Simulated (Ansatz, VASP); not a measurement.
BiTe: VASP beside Ansatz

```xyz
2
Lattice="2.4833 1.4337 3.1514 -2.4833 1.4337 3.1514 0.0000 -2.8674 3.1514" Properties=species:S:1:pos:R:3 pbc="T T T"
Bi    0.0000    0.0000    4.7271
Te    0.0000    0.0000    0.0000
```

Change from the starting cell: strain +0.025 along x and y, -0.050 along z, atoms carried along.

Alike in both runs: task single point; functional PBE; k mesh 12 × 12 × 12; occupations gaussian, width 0.15 eV; no spin polarisation.

|  | VASP | Ansatz |
| --- | --- | --- |
| version | VASP 6.6.1 | Ansatz 0.2.0 |
| potentials or method | VASP PAW PBE potentials, release 64 (Bi_d, Te), cutoff 520 eV | scalar-relativistic, plane waves, PAW |
| valence electrons in the cell | 21 | 31 |

```csv
,VASP,Ansatz,Ansatz less VASP
gap on the k mesh at the Fermi level (eV),none,none,-
pressure (GPa),-0.8,-0.7,+0.05
"traceless stress, the component that is largest in VASP (GPa)",1.17,1.17,-0.001
```

A gap of «none» marks a metal or a gap that the smearing closes. The functional is the same, so the differences come from potentials, cutoffs and numerics. VASP's potentials hold 21 valence electrons a cell and Ansatz's 31, so a difference there can come from the potentials and not from the codes.

Spin-orbit coupling is off throughout.
